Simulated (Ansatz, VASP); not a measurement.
Two plane-wave programs on NaI

The input POSCAR:

```
NaI
1.0
    0.0000000000      3.5431916810      3.5431916810
    3.5431916810      0.0000000000      3.5431916810
    3.5431916810      3.5431916810      0.0000000000
Na I
1 1
Direct
    0.0000000000      0.0000000000      0.0000000000
    0.2500000000      0.2500000000      0.2500000000
```

Contents of INCAR.step1:

```
SYSTEM = NaI
  PREC = Accurate
  ENCUT = 520
  EDIFF = 1E-5
  ISMEAR = 0
  SIGMA = 0.01
  LREAL = .False.
  LASPH = .True.
  NELM = 100
  ALGO = Normal
  ISIF = 2
  LWAVE = .True.
  LCHARG = .False.
  NBANDS = 14
  GGA = PE
```

INCAR.step2

```
SYSTEM = NaI
  PREC = Accurate
  ENCUT = 520
  EDIFF = 1E-7
  ISMEAR = 0
  SIGMA = 0.01
  LREAL = .False.
  LASPH = .True.
  NELM = 100
  ALGO = Normal
  ISIF = 2
  LWAVE = .False.
  LCHARG = .False.
  METAGGA = R2SCAN
  LHFCALC = .True.
  AEXX = 0.5
  LMIXTAU = .True.
  PRECFOCK = Normal
  NBANDS = 14
  ISTART = 1
```

Contents of KPOINTS:

```
Automatic mesh
0
Gamma
  4 4 4
  0 0 0
```

Input for Ansatz:

```yaml
crystal:
  lattice:
    - [0.0, 3.543191681, 3.543191681]
    - [3.543191681, 0.0, 3.543191681]
    - [3.543191681, 3.543191681, 0.0]
  atoms:
    - { symbol: Na, position: [0.0, 0.0, 0.0] }
    - { symbol: I, position: [0.25, 0.25, 0.25] }
kpoints:
  mp_grid: { grid: [4, 4, 4] }
hamiltonian:
  xc: r2scan50
scf:
  occupations: { method: fixed }
  n_extra_bands: 4
output:
  forces: true
  stress: true
  eigenvalues: true
```

Alike in both runs: task single point; functional r2SCAN50; k mesh 4 × 4 × 4; no spin polarisation.

|  | VASP | Ansatz |
| --- | --- | --- |
| version | VASP 6.6.1 | Ansatz 0.2.0 |
| potentials or method | VASP PAW PBE potentials, release 64 (Na_pv, I) | plane waves |
| plane-wave cutoff (eV) | 520 | 500 |
| occupations | gaussian, width 0.01 eV | fixed |
| valence electrons in the cell | 14 | 26 |

VASP gave:

| Quantity | Value |
| --- | --- |
| gap on the k mesh at the Fermi level (eV) | 7.22 |
| pressure (GPa) | -0.2 |

**Question.** Which values does Ansatz return?

**Answer.** gap on the k mesh at the Fermi level (eV): 7.20; pressure (GPa): -0.1.

VASP's potentials were made for PBE, not for r2SCAN50. VASP's potentials hold 14 valence electrons a cell and Ansatz's 26, so a difference there can come from the potentials and not from the codes. Ansatz's warnings: stress exchange threshold loose, stress scf threshold loose.

Spin-orbit coupling is off throughout.
